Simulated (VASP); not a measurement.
# BaTe (R-3m) in VASP: notebook

BaTe is run at these levels: PBE; tasks: single point.

All numbers are computed with VASP 6.6.1; they aren't measurements. Logs are shortened: lines on timing, memory, paths and dates and some standing lists are left out, and cuts for length are marked.

### 1 The cell of the first run

The structure is trigonal, space group R-3m (No. 166). Conventional cell: a = 7.595 Å, b = 7.595 Å, c = 4.651 Å, α = 90.00°, β = 90.00°, γ = 120.00°. Ba (site symmetry -3m) has 2 Te at 2.33 Å within 3.1 Å. Within 3.1 Å of Te (site symmetry -3m) lie 2 Ba at 2.33 Å.

### 2 Single point, PBE

INCAR

```
  PREC = Accurate
  ENCUT = 520
  EDIFF = 1E-6
  ISMEAR = 0
  SIGMA = 0.05
  LREAL = F
  LASPH = T
  NELM = 80
  ALGO = Normal
  ISIF = 2
  LWAVE = F
  LCHARG = F
  GGA = PE
  NBANDS = 15
```

KPOINTS

```
Automatic mesh
0
Gamma
  8 8 8
```

POSCAR

```
BaTe
1.0
    4.4753088649     -0.8950617730     -0.8950617730
   -0.8950617730      4.4753088649     -0.8950617730
   -0.8950617730     -0.8950617730      4.4753088649
Ba Te
1 1
Direct
    0.0000000000      0.0000000000      0.0000000000
    0.5000000000      0.5000000000      0.5000000000
```

Potentials or basis: VASP PAW PBE potentials, release 64 (Ba_sv, Te).

Run with:

```
> cat potpaw_PBE.64/Ba_sv/POTCAR potpaw_PBE.64/Te/POTCAR > POTCAR
> mpirun -np 1 vasp_std > vasp.out
```

OUTCAR:

```text
PREC = Accurate
   ENCUT = 520
   EDIFF = 1E-6
   ISMEAR = 0
   LREAL = F
   LASPH = T
   NELM = 80
   ISIF = 2
   GGA = PE

 ion  position               nearest neighbor table
   1  0.000  0.000  0.000-   2 2.33   2 2.33
   2  0.500  0.500  0.500-   1 2.33   1 2.33

  LATTYP: Found a body centered cubic cell.
 ALAT       =     5.3703706379

  Lattice vectors:

 A1 = (   4.4753088649,  -0.8950617730,  -0.8950617730)
 A2 = (  -0.8950617730,   4.4753088649,  -0.8950617730)
 A3 = (  -0.8950617730,  -0.8950617730,   4.4753088649)

Analysis of symmetry for initial positions (statically):
=====================================================================
 Subroutine PRICEL returns:
 Original cell was already a primitive cell.

 Routine SETGRP: Setting up the symmetry group for a
 body centered cubic supercell.

 Subroutine GETGRP returns: Found 12 space group operations
 (whereof 12 operations were pure point group operations)
 out of a pool of 48 trial point group operations.

The static configuration has the point symmetry D_3d.

Analysis of symmetry for dynamics (positions and initial velocities):
=====================================================================
 Subroutine PRICEL returns:
 Original cell was already a primitive cell.

 Routine SETGRP: Setting up the symmetry group for a
 body centered cubic supercell.

 Subroutine GETGRP returns: Found 12 space group operations
 (whereof 12 operations were pure point group operations)
 out of a pool of 48 trial point group operations.

The dynamic configuration has the point symmetry D_3d.

 Subroutine INISYM returns: Found 12 space group operations
 (whereof 12 operations are pure point group operations),
 and found     1 'primitive' translations

----------------------------------------------------------------------------------------

                                     Primitive cell

  volume of cell :      77.4431

  direct lattice vectors                    reciprocal lattice vectors
     4.475308865 -0.895061773 -0.895061773     0.248275850  0.062068962  0.062068962
    -0.895061773  4.475308865 -0.895061773     0.062068962  0.248275850  0.062068962
    -0.895061773 -0.895061773  4.475308865     0.062068962  0.062068962  0.248275850

  length of vectors
     4.650877400  4.650877400  4.650877400     0.263336305  0.263336305  0.263336305

  position of ions in fractional coordinates (direct lattice)
     0.000000000  0.000000000  0.000000000
     0.500000000  0.500000000  0.500000000

  ion indices of the primitive-cell ions
   primitive index   ion index
                 1           1
                 2           2

----------------------------------------------------------------------------------------

 KPOINTS: Automatic mesh

Automatic generation of k-mesh.
 Grid dimensions read from file:
 generate k-points for:    8    8    8

 Generating k-lattice:

  Cartesian coordinates                     Fractional coordinates (reciprocal lattice)
     0.031034481  0.007758620  0.007758620     0.125000000  0.000000000  0.000000000
     0.007758620  0.031034481  0.007758620     0.000000000  0.125000000  0.000000000
     0.007758620  0.007758620  0.031034481     0.000000000  0.000000000  0.125000000

  Length of vectors
     0.032917038  0.032917038  0.032917038

  Shift w.r.t. Gamma in fractional coordinates (k-lattice)
     0.000000000  0.000000000  0.000000000

 Subroutine IBZKPT returns following result:
 ===========================================

 Found     65 irreducible k-points:

 Following reciprocal coordinates:
            Coordinates               Weight
  0.000000  0.000000  0.000000      1.000000
  0.125000  0.000000  0.000000      6.000000
  0.125000  0.000000 -0.125000      6.000000
  0.250000  0.000000  0.000000      6.000000
  0.250000  0.000000 -0.250000      6.000000
  0.375000  0.000000  0.000000      6.000000
[... 16 lines left out ...]
  0.500000 -0.250000 -0.250000      6.000000
  0.375000  0.250000  0.000000     12.000000
 [... further k-points ...]
   k-points           NKPTS =     65   k-points in BZ     NKDIM =     65   number of bands    NBANDS=     15
   number of dos      NEDOS =    301   number of ions     NIONS =      2
   total plane-waves  NPLWV =  46656
   dimension x,y,z NGX =    36 NGY =   36 NGZ =   36
   dimension x,y,z NGXF=    72 NGYF=   72 NGZF=   72
   ions per type =               1   1
   NGX,Y,Z   is equivalent  to a cutoff of  12.87, 12.87, 12.87 a.u.
   NGXF,Y,Z  is equivalent  to a cutoff of  25.74, 25.74, 25.74 a.u.
 SYSTEM =  unknown system
   PREC   = accura    normal or accurate (medium, high low for compatibility)
   ISTART =      0    job   : 0-new  1-cont  2-samecut
   ICHARG =      2    charge: 1-file 2-atom 10-const
   ISPIN  =      1    spin polarized calculation?
   LNONCOLLINEAR =      F non collinear calculations
   LSORBIT =      F    spin-orbit coupling
   LASPH  =      T    aspherical Exc in radial PAW
   ENCUT  =  520.0 eV  38.22 Ry    6.18 a.u.   8.65  8.65  8.65*2*pi/ulx,y,z
   NELM   =     80;   NELMIN=  2; NELMDL= -5     # of ELM steps
   EDIFF  = 0.1E-05   stopping-criterion for ELM
   LREAL  =      F    real-space projection
   EDIFFG = 0.1E-04   stopping-criterion for IOM
   NSW    =      0    number of steps for IOM
   IBRION =     -1    ionic relax: 0-MD 1-quasi-New 2-CG
   NFREE  =      0    steps in history (QN), initial steepest desc. (CG)
   ISIF   =      2    stress and relaxation
   ISYM   =      2    0-nonsym 1-usesym 2-fastsym
   POTIM  = 0.5000    time-step for ionic-motion
   TEBEG  =    0.0;   TEEND  =   0.0 temperature during run
   PSTRESS=    0.0 pullay stress
   NELECT =      16.0000    total number of electrons
   NUPDOWN=      -1.0000    fix difference up-down
   EMIN   =  10.00;   EMAX   =-10.00  energy-range for DOS
   EFERMI =   0.00;   METHOD = LEGACY
   ISMEAR =     0;   SIGMA  =   0.05  broadening in eV -4-tet -1-fermi 0-gaus
   EFERMI_NEDOS =   21; number of points for ismear=-14 and -15
   IALGO  =     38    algorithm
   IMIX   =      4    mixing-type and parameters
     AMIX     =   0.40;   BMIX     =  1.00
     AMIX_MAG =   1.60;   BMIX_MAG =  1.00
  volume/ion in A,a.u.               =      38.72       261.31
  Fermi-wavevector in a.u.,A,eV,Ry     =   0.967804  1.828884 12.743813  0.936644
  Thomas-Fermi vector in A             =   2.097720
   LORBIT       =      0    0 simple, 1 ext, 2 COOP (PROOUT), +10 PAW based schemes
   GGA     = PE    functional components
   LHFCALC =     F    Hartree Fock is set to
   AEXX    =    0.0000 exact exchange contribution
   IVDW    =     0    specifies the selected vdW correction
   LEPSILON=     F    determine dielectric tensor
   LRPA    =     F    only Hartree local field effects (RPA)
 non-spin polarized calculation
 Gauss-broadening in eV      SIGMA  =   0.05
  energy-cutoff  :      520.00
  volume of cell :       77.44
 maximum number of plane-waves:      2112
   NGX = 17   NGY = 17   NGZ = 17

 number of electron      15.9999999 magnetization

 Free energy of the ion-electron system (eV)
  ---------------------------------------------------
  ext. energy  EPLUGINS =         0.00000000
  ---------------------------------------------------
  free energy    TOTEN  =         2.15365337 eV

  energy without entropy =        2.15672219  energy(sigma->0) =        2.15518778

 E-fermi :   5.1375     XC(G=0):  -8.4569

 val. band max:        5.1323371346   @ k =   0.5000  -0.1250  -0.2500
 cond. band min:       5.1404782456   @ k =   0.2500   0.3750   0.5000
 fundamental gap:      0.0081411110
 Fermi energy:         5.1375495070

 k-point     1 :       0.0000    0.0000    0.0000
  band No.  band energies     occupation
      1     -24.5696      2.00000
      2     -12.3206      2.00000
      3      -9.3777      2.00000
      4      -9.3777      2.00000
      5      -7.6617      2.00000
      6       2.4396      2.00000
      7       2.4396      2.00000
      8       2.9544      2.00000
      9       5.1186      1.40765
     10       5.1186      1.40765
     11       6.4109      0.00000
     12       6.4109      0.00000
     13       9.2053      0.00000
     14      10.5075      0.00000
     15      13.2056      0.00000

 k-point     2 :       0.1250    0.0000    0.0000
  band No.  band energies     occupation
      1     -24.5690      2.00000
      2     -12.5763      2.00000
      3      -9.3799      2.00000
      4      -9.3583      2.00000
      5      -7.0729      2.00000
      6       1.6452      2.00000
      7       1.9733      2.00000
      8       3.2439      2.00000
      9       5.8299      0.00000
     10       5.9342      0.00000
     11       6.3785      0.00000
     12       6.7295      0.00000
     13       7.8909      0.00000
     14      10.7816      0.00000
     15      11.5594      0.00000

 k-point     3 :       0.1250    0.0000   -0.1250
  band No.  band energies     occupation
      1     -24.5663      2.00000
      2     -12.3238      2.00000
      3      -9.4286      2.00000
      4      -9.3879      2.00000
      5      -7.6375      2.00000
      6       1.8922      2.00000
      7       2.3878      2.00000
      8       3.7476      2.00000
      9       5.1586      0.55147
     10       5.2738      0.00012
     11       6.1599      0.00000
     12       6.6785      0.00000
     13       9.1193      0.00000
     14      11.1475      0.00000
     15      12.4030      0.00000
[... 343 lines left out ...]
 k-point    23 :       0.5000   -0.2500   -0.2500
  band No.  band energies     occupation
      1     -24.5471      2.00000
      2     -12.3424      2.00000
      3      -9.6280      2.00000
      4      -9.5069      2.00000
      5      -7.5478      2.00000
      6       1.3772      2.00000
      7       1.7677      2.00000
      8       5.4494      0.00000
      9       5.8132      0.00000
     10       6.1081      0.00000
     11       6.2451      0.00000
     12       8.3135      0.00000
     13       8.9484      0.00000
     14      10.5750      0.00000
     15      11.7812      0.00000

 k-point    24 :       0.3750    0.2500    0.0000
  band No.  band energies     occupation
      1     -24.5605      2.00000
      2     -13.4363      2.00000
      3      -9.4371      2.00000
      4      -9.3058      2.00000
      5      -3.7111      2.00000
      6       0.0422      2.00000
      7       0.5262      2.00000
      8       2.2082      2.00000
      9       5.4171      0.00000
     10       6.3623      0.00000
     11       7.2626      0.00000
     12       8.7711      0.00000
     13       9.2944      0.00000
     14       9.9811      0.00000
     15      10.7580      0.00000

 [... further k-points ...]

------------------------ aborting loop because EDIFF is reached ----------------------------------------

  FORCE on cell =-STRESS in cart. coord.  units (eV):
  Direction    XX          YY          ZZ          XY          YZ          ZX
  --------------------------------------------------------------------------------------
  -------------------------------------------------------------------------------------
  Total       21.7560688     21.7560688     21.7560688     22.4584666     22.4584666     22.4584666
  in kB      450.0991815    450.0991815    450.0991815    464.6306964    464.6306964    464.6306964
  external PRESSURE =     450.0991815 kB  Pullay stress =       0.0000000 kB

 VOLUME and BASIS-vectors are now :
 -----------------------------------------------------------------------------
  energy-cutoff  :      520.00
  volume of cell :       77.44
      direct lattice vectors                 reciprocal lattice vectors
     4.475308865 -0.895061773 -0.895061773     0.248275850  0.062068962  0.062068962
    -0.895061773  4.475308865 -0.895061773     0.062068962  0.248275850  0.062068962
    -0.895061773 -0.895061773  4.475308865     0.062068962  0.062068962  0.248275850

 POSITION                                       TOTAL-FORCE (eV/Angst)
 -----------------------------------------------------------------------------------
      0.00000      0.00000      0.00000        -0.000000      0.000000     -0.000000
      1.34259      1.34259      1.34259         0.000000     -0.000000      0.000000
 -----------------------------------------------------------------------------------
    total drift:                               -0.000000      0.000000      0.000000

  FREE ENERGIE OF THE ION-ELECTRON SYSTEM (eV)
  ---------------------------------------------------
  free  energy   TOTEN  =         2.1536533650 eV

  energy  without entropy=        2.1567221853  energy(sigma->0) =        2.15518778
```

Run time: 42 s. Hardware: 1 thread of Intel Xeon Platinum 8488C (Sapphire Rapids), shared host; peak memory 0.25 GiB.

What came out:

```
Free energy            : 2.1537 eV
Pressure               : 45.0 GPa
Band gap on the k mesh : zero (bands 8 and 9 overlap by 1.50 eV)
```

Levels at points of the mesh, in eV from the Fermi level:
| k point | band 4 | band 5 | band 6 | band 7 | band 8 | band 9 | band 10 | band 11 | band 12 | band 13 |
| --- | --- | --- | --- | --- | --- | --- | --- | --- | --- | --- |
| (0.00, 0.00, 0.00) | -14.52 | -12.80 | -2.70 | -2.70 | -2.18 | -0.02 | -0.02 | 1.27 | 1.27 | 4.07 |
| (0.50, 0.00, 0.00) | -14.38 | -7.61 | -5.47 | -4.60 | -4.38 | 0.64 | 1.21 | 2.09 | 3.09 | 3.46 |
| (0.50, 0.00, 0.50) | -14.58 | -12.69 | -3.84 | -2.92 | -1.06 | 0.21 | 0.95 | 3.36 | 3.63 | 4.02 |
| (0.50, 0.50, 0.50) | -14.56 | -7.48 | -5.56 | -5.56 | -4.51 | 2.29 | 2.29 | 2.33 | 2.33 | 4.03 |

Caveat: the cell stands under pressure; spin-orbit coupling is left out, which moves the levels of the heavy elements.

(Continued in part 2 of 2.)
